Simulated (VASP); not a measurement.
# Al8N in VASP: notebook, part 2 of 2

VASP 6.6.1. Earlier steps stand in the parts before.

### 4 Single point, PBE

Input file INCAR:

```
PREC = Accurate ; ENCUT = 520
EDIFF = 1E-6 ; ISMEAR = 0
SIGMA = 0.1 ; LREAL = F
LASPH = T ; NELM = 100
ALGO = Normal ; ISIF = 2
LWAVE = F ; LCHARG = T
LDIPOL = T ; IDIPOL = 3
DIPOL = 0.5 0.5 0.399 ; GGA = PE
LELF = T ; LVHAR = T
LVACPOTAV = T ; NBANDS = 24
```

Input file KPOINTS:

```
Automatic mesh
0
Gamma
  9 9 1
```

Input file POSCAR:

```
Al8N
1.0
    2.8543223330      0.0000000000      0.0000000000
   -1.4271611665      2.4719156510      0.0000000000
    0.0000000000      0.0000000000     33.4760593533
Al N
8 1
Direct
    0.3333333333      0.6666666667      0.1194883770
    0.0000000000      0.0000000000      0.1895622803
    0.6666666667      0.3333333333      0.2596361837
    0.0000000000      0.0000000000      0.3297100869
    0.3333333333      0.6666666667      0.3992195594
    0.0000000000      0.0000000000      0.4696536480
    0.6666666667      0.3333333333      0.5400996810
    0.0000000000      0.0000000000      0.6116627748
    0.8888888889     -0.8888888889      0.6734980099
```

Potentials or basis: VASP PAW PBE potentials, release 64 (Al, N).

Command:

```sh
cat potpaw_PBE.64/Al/POTCAR potpaw_PBE.64/N/POTCAR > POTCAR
mpirun -np 1 vasp_std > vasp.out
```

OUTCAR:

```text
PREC = Accurate
   ENCUT = 520
   EDIFF = 1E-6
   ISMEAR = 0
   LREAL = F
   LASPH = T
   NELM = 100
   ISIF = 2
   GGA = PE

 ion  position               nearest neighbor table
   1  0.333  0.667  0.119-   2 2.87   2 2.87   2 2.87
   2  0.000  0.000  0.190-   1 2.87   1 2.87   1 2.87   3 2.87   3 2.87   3 2.87
   3  0.667  0.333  0.260-   4 2.87   4 2.87   4 2.87   2 2.87   2 2.87   2 2.87
   4  0.000  0.000  0.330-   5 2.85   5 2.85   5 2.85   3 2.87   3 2.87   3 2.87
   5  0.333  0.667  0.399-   4 2.85   4 2.85   4 2.85   6 2.88   6 2.88   6 2.88
   6  0.000  0.000  0.470-   5 2.88   5 2.88   5 2.88   7 2.88   7 2.88   7 2.88
   7  0.667  0.333  0.540-   6 2.88   6 2.88   6 2.88   8 2.91   8 2.91   8 2.91
   8  0.000  0.000  0.612-   9 2.14   7 2.91   7 2.91   7 2.91
   9  0.889  0.111  0.673-   8 2.14

  LATTYP: Found a hexagonal cell.
 ALAT       =     2.8543223330
 C/A-ratio  =    11.7281986573

  Lattice vectors:

 A1 = (   2.8543223330,   0.0000000000,   0.0000000000)
 A2 = (  -1.4271611665,   2.4719156510,   0.0000000000)
 A3 = (   0.0000000000,   0.0000000000,  33.4760593533)

Analysis of symmetry for initial positions (statically):
=====================================================================
 Subroutine PRICEL returns:
 Original cell was already a primitive cell.

 Routine SETGRP: Setting up the symmetry group for a
 hexagonal supercell.

 Subroutine GETGRP returns: Found  2 space group operations
 (whereof  2 operations were pure point group operations)
 out of a pool of 24 trial point group operations.

The static configuration has the point symmetry C_1h.

Analysis of symmetry for dynamics (positions and initial velocities):
=====================================================================
 Subroutine PRICEL returns:
 Original cell was already a primitive cell.

 Routine SETGRP: Setting up the symmetry group for a
 hexagonal supercell.

 Subroutine GETGRP returns: Found  2 space group operations
[... 145 lines left out ...]
   LEPSILON=     F    determine dielectric tensor
   LRPA    =     F    only Hartree local field effects (RPA)
 non-spin polarized calculation
 Gauss-broadening in eV      SIGMA  =   0.10
  energy-cutoff  :      520.00
  volume of cell :      236.20
 maximum number of plane-waves:      6403
 NGX is ok and might be reduce to    24
   NGX = 11   NGY = 11   NGZ =125

 number of electron      29.0000000 magnetization

 dipolmoment           0.000000      0.000000      0.158602 electrons x Angstroem

 Free energy of the ion-electron system (eV)
  ---------------------------------------------------
  ext. energy  EPLUGINS =         0.00000000
  ---------------------------------------------------
  free energy    TOTEN  =       -33.55510462 eV

  energy without entropy =      -33.53514549  energy(sigma->0) =      -33.54512506

 E-fermi :   2.1052     XC(G=0):  -6.6747

 val. band max:        2.1027577993   @ k =  -0.1111   0.2222   0.0000
 cond. band min:       2.1178208096   @ k =   0.4444   0.3333   0.0000
 fundamental gap:      0.0150630103
 Fermi energy:         2.1052023644

 k-point     1 :       0.0000    0.0000    0.0000
  band No.  band energies     occupation
      1     -11.3088      2.00000
      2      -8.9181      2.00000
      3      -8.6007      2.00000
      4      -8.1270      2.00000
      5      -7.4125      2.00000
      6      -6.5876      2.00000
[... 637 lines left out ...]
     23       3.6268      0.00000
     24       3.9305      0.00000

 [... further k-points ...]

------------------------ aborting loop because EDIFF is reached ----------------------------------------

  FORCE on cell =-STRESS in cart. coord.  units (eV):
  Direction    XX          YY          ZZ          XY          YZ          ZX
  --------------------------------------------------------------------------------------
  -------------------------------------------------------------------------------------
  Total       -2.9839707     -2.9934171     -4.7858860     -0.0081808     -0.3050138      0.5282995
  in kB      -20.2411018    -20.3051793    -32.4639933     -0.0554927     -2.0689936      3.5836023
  external PRESSURE =     -24.3367581 kB  Pullay stress =       0.0000000 kB

 VOLUME and BASIS-vectors are now :
 -----------------------------------------------------------------------------
  energy-cutoff  :      520.00
  volume of cell :      236.20
      direct lattice vectors                 reciprocal lattice vectors
     2.854322333  0.000000000  0.000000000     0.350345856  0.202272274  0.000000000
    -1.427161166  2.471915651  0.000000000     0.000000000  0.404544548  0.000000000
     0.000000000  0.000000000 33.476059353     0.000000000  0.000000000  0.029872094

 POSITION                                       TOTAL-FORCE (eV/Angst)
 -----------------------------------------------------------------------------------
     -0.00000      1.64794      4.00000        -0.000898      0.000519     -0.111915
      0.00000      0.00000      6.34580         0.005341     -0.003084      0.048618
      1.42716      0.82397      8.69160        -0.003033      0.001751      0.018022
      0.00000      0.00000     11.03739        -0.003998      0.002308     -0.037829
     -0.00000      1.64794     13.36430        -0.001600      0.000924      0.207985
      0.00000      0.00000     15.72215         0.019795     -0.011429     -0.171875
      1.42716      0.82397     18.08041        -0.047780      0.027586      0.187045
      0.00000      0.00000     20.47606        -0.201174      0.116148      2.252403
      2.37860      0.27466     22.54606         0.233347     -0.134723     -2.392454
 -----------------------------------------------------------------------------------
    total drift:                               -0.000232      0.000134     -0.001270

  FREE ENERGIE OF THE ION-ELECTRON SYSTEM (eV)
  ---------------------------------------------------
  free  energy   TOTEN  =       -33.5551046234 eV

  energy  without entropy=      -33.5351454938  energy(sigma->0) =      -33.54512506

 vacuum level on the upper side and lower side of the slab        10.189         6.136
```

OSZICAR:

```text
N       E                     dE             d eps       ncg     rms          rms(c)
DAV:   1     0.784239249839E+02    0.78424E+02   -0.98730E+03  1200   0.912E+02
DAV:   2    -0.243004930150E+02   -0.10272E+03   -0.94691E+02  1624   0.150E+02
DAV:   3    -0.341598051867E+02   -0.98593E+01   -0.91542E+01  1704   0.392E+01
[... 26 lines left out ...]
DAV:  30    -0.335552081448E+02    0.23334E-03   -0.19831E-04  1392   0.464E-02    0.102E-01
DAV:  31    -0.335551402317E+02    0.67913E-04   -0.63813E-05  1464   0.270E-02    0.722E-02
DAV:  32    -0.335551084961E+02    0.31736E-04   -0.81528E-05  1352   0.291E-02    0.366E-02
DAV:  33    -0.335551051855E+02    0.33105E-05   -0.12619E-05  1544   0.139E-02    0.261E-02
DAV:  34    -0.335551046234E+02    0.56215E-06   -0.42436E-06  1168   0.752E-03
   1 F= -.33555105E+02 E0= -.33545125E+02  d E =-.199591E-01
```

It took 6 min on 1 thread of Intel Xeon Platinum 8259CL at 2.50GHz (Skylake/Cascade Lake), shared host; peak memory 0.42 GiB.

Results:

| Quantity | Value |
| --- | --- |
| Free energy | -33.5551 eV |
| Largest force | 2.408 eV/Å |

Forces in eV/Å, atoms in the order of the input:
```
Al  -0.001  0.001 -0.112
Al   0.005 -0.003  0.049
Al  -0.003  0.002  0.018
Al  -0.004  0.002 -0.038
Al  -0.002  0.001  0.208
Al   0.020 -0.011 -0.172
Al  -0.048  0.028  0.187
Al  -0.201  0.116  2.252
N    0.233 -0.135 -2.392
```
